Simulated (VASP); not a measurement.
# K (Im-3m) in VASP: a series of runs

K is run at these levels: PBE; tasks: single point.

Everything below comes from runs of VASP 6.6.1. Logs are shortened: lines on timing, memory, paths and dates and some standing lists are left out, and cuts for length are marked.

### Step 1. The cell of the first run

It takes space group Im-3m (No. 229, cubic). Conventional cell: a = 5.283 Å, b = 5.283 Å, c = 5.283 Å, α = 90.00°, β = 90.00°, γ = 90.00°.

### Step 2. Single point, PBE

File INCAR:

```
SYSTEM = K
ALGO = Normal
EDIFF = 1E-6
ENCUT = 520
GGA = PE
ISIF = 2
ISMEAR = 0
LASPH = .TRUE.
LCHARG = .FALSE.
LREAL = .FALSE.
LWAVE = .FALSE.
NBANDS = 10
NELM = 100
PREC = Accurate
SIGMA = 0.03
```

File KPOINTS:

```
k-points
0
G
  9 9 9
  0 0 0
```

File POSCAR:

```
K
1.0
   -2.6417142217      2.6417142217      2.6417142217
    2.6417142217     -2.6417142217      2.6417142217
    2.6417142217      2.6417142217     -2.6417142217
K
1
Direct
    0.0000000000      0.0000000000      0.0000000000
```

Potentials or basis: VASP PAW PBE potentials, release 64 (K_sv).

The run is started by

```bash
$ cat potpaw_PBE.64/K_sv/POTCAR > POTCAR
$ mpirun -np 1 vasp_std > vasp.out
```

OUTCAR:

```text
SYSTEM = K
   EDIFF = 1E-6
   ENCUT = 520
   GGA = PE
   ISIF = 2
   ISMEAR = 0
   LASPH = .TRUE.
   LREAL = .FALSE.
   NELM = 100
   PREC = Accurate

 ion  position               nearest neighbor table
   1  0.000  0.000  0.000-

  LATTYP: Found a body centered cubic cell.
 ALAT       =     5.2834284434

  Lattice vectors:

 A1 = (  -2.6417142217,   2.6417142217,   2.6417142217)
 A2 = (   2.6417142217,  -2.6417142217,   2.6417142217)
 A3 = (   2.6417142217,   2.6417142217,  -2.6417142217)

Analysis of symmetry for initial positions (statically):
=====================================================================
 Subroutine PRICEL returns:
 Original cell was already a primitive cell.

 Routine SETGRP: Setting up the symmetry group for a
 body centered cubic supercell.

 Subroutine GETGRP returns: Found 48 space group operations
 (whereof 48 operations were pure point group operations)
 out of a pool of 48 trial point group operations.

The static configuration has the point symmetry O_h .

Analysis of symmetry for dynamics (positions and initial velocities):
=====================================================================
 Subroutine PRICEL returns:
 Original cell was already a primitive cell.

 Routine SETGRP: Setting up the symmetry group for a
 body centered cubic supercell.

 Subroutine GETGRP returns: Found 48 space group operations
 (whereof 48 operations were pure point group operations)
 out of a pool of 48 trial point group operations.

The dynamic configuration has the point symmetry O_h .

 Subroutine INISYM returns: Found 48 space group operations
 (whereof 48 operations are pure point group operations),
 and found     1 'primitive' translations

----------------------------------------------------------------------------------------

                                     Primitive cell

  volume of cell :      73.7424

  direct lattice vectors                    reciprocal lattice vectors
    -2.641714222  2.641714222  2.641714222     0.000000000  0.189271041  0.189271041
     2.641714222 -2.641714222  2.641714222     0.189271041  0.000000000  0.189271041
     2.641714222  2.641714222 -2.641714222     0.189271041  0.189271041  0.000000000

  length of vectors
     4.575583251  4.575583251  4.575583251     0.267669673  0.267669673  0.267669673

  position of ions in fractional coordinates (direct lattice)
     0.000000000  0.000000000  0.000000000

  ion indices of the primitive-cell ions
   primitive index   ion index
                 1           1

----------------------------------------------------------------------------------------

 KPOINTS: k-points

Automatic generation of k-mesh.
 Grid dimensions read from file:
 generate k-points for:    9    9    9

 Generating k-lattice:

  Cartesian coordinates                     Fractional coordinates (reciprocal lattice)
     0.000000000  0.021030116  0.021030116     0.111111111  0.000000000  0.000000000
     0.021030116  0.000000000  0.021030116     0.000000000  0.111111111  0.000000000
     0.021030116  0.021030116  0.000000000     0.000000000  0.000000000  0.111111111

  Length of vectors
     0.029741075  0.029741075  0.029741075

  Shift w.r.t. Gamma in fractional coordinates (k-lattice)
     0.000000000  0.000000000  0.000000000

 Subroutine IBZKPT returns following result:
 ===========================================

 Found     35 irreducible k-points:

 Following reciprocal coordinates:
            Coordinates               Weight
  0.000000  0.000000  0.000000      1.000000
  0.111111  0.000000  0.000000     12.000000
  0.222222  0.000000  0.000000     12.000000
  0.333333  0.000000  0.000000     12.000000
  0.444444  0.000000  0.000000     12.000000
  0.111111  0.111111  0.000000     24.000000
[... 16 lines left out ...]
 -0.333333  0.444444  0.111111     48.000000
 -0.444444 -0.444444  0.111111     24.000000
 [... further k-points ...]
   k-points           NKPTS =     35   k-points in BZ     NKDIM =     35   number of bands    NBANDS=     10
   number of dos      NEDOS =    301   number of ions     NIONS =      1
   total plane-waves  NPLWV =  46656
   dimension x,y,z NGX =    36 NGY =   36 NGZ =   36
   dimension x,y,z NGXF=    72 NGYF=   72 NGZF=   72
   ions per type =               1
   NGX,Y,Z   is equivalent  to a cutoff of  13.08, 13.08, 13.08 a.u.
   NGXF,Y,Z  is equivalent  to a cutoff of  26.16, 26.16, 26.16 a.u.
 SYSTEM =  K
   PREC   = accura    normal or accurate (medium, high low for compatibility)
   ISTART =      0    job   : 0-new  1-cont  2-samecut
   ICHARG =      2    charge: 1-file 2-atom 10-const
   ISPIN  =      1    spin polarized calculation?
   LNONCOLLINEAR =      F non collinear calculations
   LSORBIT =      F    spin-orbit coupling
   LASPH  =      T    aspherical Exc in radial PAW
   ENCUT  =  520.0 eV  38.22 Ry    6.18 a.u.   8.51  8.51  8.51*2*pi/ulx,y,z
   NELM   =    100;   NELMIN=  2; NELMDL= -5     # of ELM steps
   EDIFF  = 0.1E-05   stopping-criterion for ELM
   LREAL  =      F    real-space projection
   EDIFFG = 0.1E-04   stopping-criterion for IOM
   NSW    =      0    number of steps for IOM
   IBRION =     -1    ionic relax: 0-MD 1-quasi-New 2-CG
   NFREE  =      0    steps in history (QN), initial steepest desc. (CG)
   ISIF   =      2    stress and relaxation
   ISYM   =      2    0-nonsym 1-usesym 2-fastsym
   POTIM  = 0.5000    time-step for ionic-motion
   TEBEG  =    0.0;   TEEND  =   0.0 temperature during run
   PSTRESS=    0.0 pullay stress
   NELECT =       9.0000    total number of electrons
   NUPDOWN=      -1.0000    fix difference up-down
   EMIN   =  10.00;   EMAX   =-10.00  energy-range for DOS
   EFERMI =   0.00;   METHOD = LEGACY
   ISMEAR =     0;   SIGMA  =   0.03  broadening in eV -4-tet -1-fermi 0-gaus
   EFERMI_NEDOS =   21; number of points for ismear=-14 and -15
   IALGO  =     38    algorithm
   IMIX   =      4    mixing-type and parameters
     AMIX     =   0.40;   BMIX     =  1.00
     AMIX_MAG =   1.60;   BMIX_MAG =  1.00
  volume/ion in A,a.u.               =      73.74       497.64
  Fermi-wavevector in a.u.,A,eV,Ry     =   0.812051  1.534553  8.972041  0.659426
  Thomas-Fermi vector in A             =   1.921523
   LORBIT       =      0    0 simple, 1 ext, 2 COOP (PROOUT), +10 PAW based schemes
   GGA     = PE    functional components
   LHFCALC =     F    Hartree Fock is set to
   AEXX    =    0.0000 exact exchange contribution
   IVDW    =     0    specifies the selected vdW correction
   LEPSILON=     F    determine dielectric tensor
   LRPA    =     F    only Hartree local field effects (RPA)
 non-spin polarized calculation
 Gauss-broadening in eV      SIGMA  =   0.03
  energy-cutoff  :      520.00
  volume of cell :       73.74
 maximum number of plane-waves:      2006
 NGX is ok and might be reduce to    36
   NGX = 17   NGY = 17   NGZ = 17

 number of electron       9.0000001 magnetization

 Free energy of the ion-electron system (eV)
  ---------------------------------------------------
  ext. energy  EPLUGINS =         0.00000000
  ---------------------------------------------------
  free energy    TOTEN  =        -1.05047137 eV

  energy without entropy =       -1.05000356  energy(sigma->0) =       -1.05023746

 E-fermi :  -0.1581     XC(G=0):  -5.6451

 val. band max:       -0.1860810809   @ k =  -0.3333   0.4444   0.1111
 cond. band min:      -0.0768830155   @ k =   0.4444   0.0000   0.0000
 fundamental gap:      0.1091980654
 Fermi energy:        -0.1581238798

 k-point     1 :       0.0000    0.0000    0.0000
  band No.  band energies     occupation
      1     -32.2598      2.00000
      2     -15.7095      2.00000
      3     -15.7095      2.00000
      4     -15.7095      2.00000
      5      -2.2783      2.00000
      6       4.1661      0.00000
      7       4.1661      0.00000
      8       4.1661      0.00000
      9       5.0730      0.00000
     10       5.0730      0.00000

 k-point     2 :       0.1111    0.0000    0.0000
  band No.  band energies     occupation
      1     -32.2593      2.00000
      2     -15.7175      2.00000
      3     -15.7122      2.00000
      4     -15.7095      2.00000
      5      -2.1255      2.00000
      6       3.9111      0.00000
      7       3.9747      0.00000
      8       4.2876      0.00000
      9       4.8595      0.00000
     10       5.0363      0.00000

 k-point     3 :       0.2222    0.0000    0.0000
  band No.  band energies     occupation
      1     -32.2581      2.00000
      2     -15.7375      2.00000
      3     -15.7189      2.00000
      4     -15.7095      2.00000
      5      -1.6790      2.00000
      6       3.0605      0.00000
      7       3.5896      0.00000
      8       4.6457      0.00000
      9       4.8678      0.00000
     10       5.0133      0.00000

 k-point     4 :       0.3333    0.0000    0.0000
  band No.  band energies     occupation
      1     -32.2568      2.00000
      2     -15.7599      2.00000
      3     -15.7265      2.00000
      4     -15.7095      2.00000
      5      -0.9746      2.00000
      6       2.0285      0.00000
      7       3.2502      0.00000
      8       4.9111      0.00000
      9       5.1292      0.00000
     10       5.2216      0.00000
[... 222 lines left out ...]
 k-point    22 :      -0.4444    0.4444    0.1111
  band No.  band energies     occupation
      1     -32.2555      2.00000
      2     -15.7723      2.00000
      3     -15.7345      2.00000
      4     -15.7152      2.00000
      5       0.0524      0.00000
      6       1.0715      0.00000
      7       3.0986      0.00000
      8       4.0455      0.00000
      9       5.3695      0.00000
     10       5.9619      0.00000

 k-point    23 :      -0.3333    0.4444    0.1111
  band No.  band energies     occupation
      1     -32.2554      2.00000
      2     -15.7645      2.00000
      3     -15.7384      2.00000
      4     -15.7202      2.00000
      5      -0.1861      1.81247
      6       1.7045      0.00000
      7       2.7455      0.00000
      8       4.1186      0.00000
      9       4.9752      0.00000
     10       5.5942      0.00000

 k-point    24 :      -0.4444   -0.4444    0.1111
  band No.  band energies     occupation
      1     -32.2550      2.00000
      2     -15.7698      2.00000
      3     -15.7420      2.00000
      4     -15.7202      2.00000
      5       0.7342      0.00000
      6       0.7581      0.00000
      7       2.6110      0.00000
      8       4.0535      0.00000
      9       5.1541      0.00000
     10       5.6636      0.00000

 [... further k-points ...]

------------------------ aborting loop because EDIFF is reached ----------------------------------------

  FORCE on cell =-STRESS in cart. coord.  units (eV):
  Direction    XX          YY          ZZ          XY          YZ          ZX
  --------------------------------------------------------------------------------------
  -------------------------------------------------------------------------------------
  Total       -0.0077656     -0.0077656     -0.0077656     -0.0000000     -0.0000000      0.0000000
  in kB       -0.1687210     -0.1687210     -0.1687210     -0.0000000     -0.0000000      0.0000000
  external PRESSURE =      -0.1687210 kB  Pullay stress =       0.0000000 kB

 VOLUME and BASIS-vectors are now :
 -----------------------------------------------------------------------------
  energy-cutoff  :      520.00
  volume of cell :       73.74
      direct lattice vectors                 reciprocal lattice vectors
    -2.641714222  2.641714222  2.641714222     0.000000000  0.189271041  0.189271041
     2.641714222 -2.641714222  2.641714222     0.189271041  0.000000000  0.189271041
     2.641714222  2.641714222 -2.641714222     0.189271041  0.189271041  0.000000000

 POSITION                                       TOTAL-FORCE (eV/Angst)
 -----------------------------------------------------------------------------------
      0.00000      0.00000      0.00000         0.000000     -0.000000      0.000000
 -----------------------------------------------------------------------------------
    total drift:                               -0.000000     -0.000000      0.000000

  FREE ENERGIE OF THE ION-ELECTRON SYSTEM (eV)
  ---------------------------------------------------
  free  energy   TOTEN  =        -1.0504713656 eV

  energy  without entropy=       -1.0500035595  energy(sigma->0) =       -1.05023746
```

Run time: 36 s. Hardware: 1 thread of AMD EPYC 7R13, shared host; peak memory 0.17 GiB.

What came out:

```
Free energy            : -1.0505 eV
Pressure               : 0.0 GPa
Band gap on the k mesh : zero (an odd number of electrons rules out a gap without spin polarisation)
```

Levels at points of the mesh, in eV from the Fermi level:
```tsv
k point	band 2	band 3	band 4	band 5	band 6	band 7
(0.00, 0.00, 0.00)	-15.55	-15.55	-15.55	-2.12	4.32	4.32
```

### Step 3. Single point, PBE

File INCAR:

```
SYSTEM = K
PREC     = Accurate       ! precision mode
ENCUT    = 520            ! plane-wave cutoff, eV
EDIFF    = 1E-7           ! SCF threshold, eV
ISMEAR   = 0              ! smearing method
SIGMA    = 0.1            ! smearing width, eV
LREAL    = .FALSE.        ! projectors in reciprocal space
LASPH    = .TRUE.         ! aspherical terms in the spheres
NELM     = 60             ! most SCF steps
ALGO     = Normal         ! electronic algorithm
ISIF     = 2              ! what is computed and relaxed
LWAVE    = .FALSE.        ! write WAVECAR
LCHARG   = .FALSE.        ! write CHGCAR
GGA      = PE             ! functional
NBANDS   = 10             ! bands
```

File KPOINTS:

```
Automatic mesh
0
G
  9 9 9
  0 0 0
```

POSCAR is that of step 2.

Potentials or basis: VASP PAW PBE potentials, release 64 (K_sv).

The run is started by

```bash
$ cat potpaw_PBE.64/K_sv/POTCAR > POTCAR
$ mpirun -np 1 vasp_std > vasp.out
```

OUTCAR:

```text
SYSTEM = K
   PREC = Accurate
   ENCUT = 520
   EDIFF = 1E-7
   ISMEAR = 0
   LREAL = .FALSE.
   LASPH = .TRUE.
   NELM = 60
   ISIF = 2
   GGA = PE

 ion  position               nearest neighbor table
   1  0.000  0.000  0.000-

  LATTYP: Found a body centered cubic cell.
 ALAT       =     5.2834284434

  Lattice vectors:

 A1 = (  -2.6417142217,   2.6417142217,   2.6417142217)
 A2 = (   2.6417142217,  -2.6417142217,   2.6417142217)
 A3 = (   2.6417142217,   2.6417142217,  -2.6417142217)

Analysis of symmetry for initial positions (statically):
=====================================================================
 Subroutine PRICEL returns:
 Original cell was already a primitive cell.

 Routine SETGRP: Setting up the symmetry group for a
 body centered cubic supercell.

 Subroutine GETGRP returns: Found 48 space group operations
 (whereof 48 operations were pure point group operations)
 out of a pool of 48 trial point group operations.

The static configuration has the point symmetry O_h .
[... 163 lines left out ...]
 cond. band min:      -0.0767992308   @ k =   0.4444   0.0000   0.0000
 fundamental gap:      0.1091924832
 Fermi energy:        -0.1183331779

 k-point     1 :       0.0000    0.0000    0.0000
  band No.  band energies     occupation
      1     -32.2595      2.00000
      2     -15.7092      2.00000
      3     -15.7092      2.00000
      4     -15.7092      2.00000
      5      -2.2782      2.00000
      6       4.1661      0.00000
      7       4.1661      0.00000
      8       4.1661      0.00000
      9       5.0732      0.00000
     10       5.0732      0.00000
[... 287 lines left out ...]
 k-point    24 :      -0.4444   -0.4444    0.1111
  band No.  band energies     occupation
      1     -32.2547      2.00000
      2     -15.7695      2.00000
      3     -15.7417      2.00000
      4     -15.7199      2.00000
      5       0.7343      0.00000
      6       0.7582      0.00000
      7       2.6110      0.00000
      8       4.0536      0.00000
      9       5.1542      0.00000
     10       5.6637      0.00000

 [... further k-points ...]

------------------------ aborting loop because EDIFF is reached ----------------------------------------

  FORCE on cell =-STRESS in cart. coord.  units (eV):
  Direction    XX          YY          ZZ          XY          YZ          ZX
  --------------------------------------------------------------------------------------
  -------------------------------------------------------------------------------------
  Total       -0.0075353     -0.0075353     -0.0075353     -0.0000000     -0.0000000     -0.0000000
  in kB       -0.1637176     -0.1637176     -0.1637176     -0.0000000     -0.0000000     -0.0000000
  external PRESSURE =      -0.1637176 kB  Pullay stress =       0.0000000 kB

 VOLUME and BASIS-vectors are now :
 -----------------------------------------------------------------------------
  energy-cutoff  :      520.00
  volume of cell :       73.74
      direct lattice vectors                 reciprocal lattice vectors
    -2.641714222  2.641714222  2.641714222     0.000000000  0.189271041  0.189271041
     2.641714222 -2.641714222  2.641714222     0.189271041  0.000000000  0.189271041
     2.641714222  2.641714222 -2.641714222     0.189271041  0.189271041  0.000000000

 POSITION                                       TOTAL-FORCE (eV/Angst)
 -----------------------------------------------------------------------------------
      0.00000      0.00000      0.00000         0.000000     -0.000000     -0.000000
 -----------------------------------------------------------------------------------
    total drift:                               -0.000000     -0.000000      0.000000

  FREE ENERGIE OF THE ION-ELECTRON SYSTEM (eV)
  ---------------------------------------------------
  free  energy   TOTEN  =        -1.0520994892 eV

  energy  without entropy=       -1.0488109141  energy(sigma->0) =       -1.05045520
```

OSZICAR:

```text
N       E                     dE             d eps       ncg     rms          rms(c)
DAV:   1     0.466160988553E+02    0.46616E+02   -0.35158E+03   700   0.678E+02
DAV:   2     0.624822940666E+00   -0.45991E+02   -0.45327E+02   752   0.191E+02
DAV:   3    -0.987601228854E+00   -0.16124E+01   -0.16084E+01  1092   0.292E+01
DAV:   4    -0.105078956590E+01   -0.63188E-01   -0.63169E-01  1024   0.441E+00
DAV:   5    -0.105143446082E+01   -0.64489E-03   -0.64486E-03  1044   0.387E-01    0.197E+00
DAV:   6    -0.105160359875E+01   -0.16914E-03   -0.14669E-03  1086   0.238E-01    0.122E+00
DAV:   7    -0.105202683661E+01   -0.42324E-03   -0.27400E-03  1058   0.332E-01    0.527E-02
DAV:   8    -0.105208366535E+01   -0.56829E-04   -0.10825E-04   878   0.123E-01    0.184E-02
DAV:   9    -0.105210068336E+01   -0.17018E-04   -0.15130E-05   888   0.316E-02    0.720E-03
DAV:  10    -0.105209955723E+01    0.11261E-05   -0.27930E-06  1068   0.135E-02    0.111E-03
DAV:  11    -0.105209948921E+01    0.68018E-07   -0.32272E-08   666   0.161E-03
   1 F= -.10520995E+01 E0= -.10504552E+01  d E =-.328858E-02
```

stdout:

```text
POSCAR found type information on POSCAR K
 POSCAR found :  1 types and       1 ions
 scaLAPACK will be used
 LDA part: xc-table for (Slater+PW92), standard interpolation
 POSCAR, INCAR and KPOINTS ok, starting setup
 FFT: planning ... GRIDC
 FFT: planning ... GRID_SOFT
 FFT: planning ... GRID
 WAVECAR not read
 entering main loop
```

It took 33 s on 1 thread of AMD EPYC 7R13, shared host; peak memory 0.17 GiB.

Results:

| Quantity | Value |
| --- | --- |
| Free energy | -1.0521 eV |
| Pressure | 0.0 GPa |
| Band gap on the k mesh | zero (an odd number of electrons rules out a gap without spin polarisation) |

Levels at points of the mesh, in eV from the Fermi level:
```tsv
k point	band 1	band 2	band 3	band 4	band 5	band 6	band 7	band 8	band 9
(0.00, 0.00, 0.00)	-32.14	-15.59	-15.59	-15.59	-2.16	4.28	4.28	4.28	5.19
```

### Step 4. Single point, PBE

File INCAR:

```
SYSTEM = K
PREC = Accurate
ENCUT = 520
EDIFF = 1E-6
ISMEAR = 0
SIGMA = 0.2
LREAL = .False.
LASPH = .True.
NELM = 60
ALGO = Normal
ISIF = 2
LWAVE = .False.
LCHARG = .True.
GGA = PE
LELF = .True.
LVHAR = .True.
NBANDS = 10
```

File KPOINTS:

```
Automatic mesh
0
Gamma
  9 9 9
  0 0 0
```

POSCAR is that of step 3.

The run is started by

```bash
$ cat potpaw_PBE.64/K_sv/POTCAR > POTCAR
$ mpirun -np 1 vasp_std > vasp.out
```

Wall time 34 s (1 thread of AMD EPYC 7R13, shared host); peak memory 0.17 GiB.

The run converged. Its results:

| Quantity | Value |
| --- | --- |
| Free energy | -1.0570 eV |
| Pressure | 0.0 GPa |
| Band gap on the k mesh | zero (an odd number of electrons rules out a gap without spin polarisation) |

Levels at points of the mesh, in eV from the Fermi level:
| k point | band 2 | band 3 | band 4 | band 5 | band 6 | band 7 |
| --- | --- | --- | --- | --- | --- | --- |
| (0.00, 0.00, 0.00) | -15.60 | -15.60 | -15.60 | -2.17 | 4.28 | 4.28 |

### Step 5. Overview

```tsv
smearing	gap on the mesh (eV)	pressure (GPa)
gaussian 0.03 eV	none	0.0
gaussian 0.1 eV	none	0.0
gaussian 0.2 eV	none	0.0
```

Alike in all rows: task single point; level PBE; potentials or basis VASP PAW PBE potentials, release 64 (K_sv); no spin polarisation; cell as given; k mesh 9 × 9 × 9; cutoff (eV) 520.

Absolute energies hang on the potentials; compare differences alone.
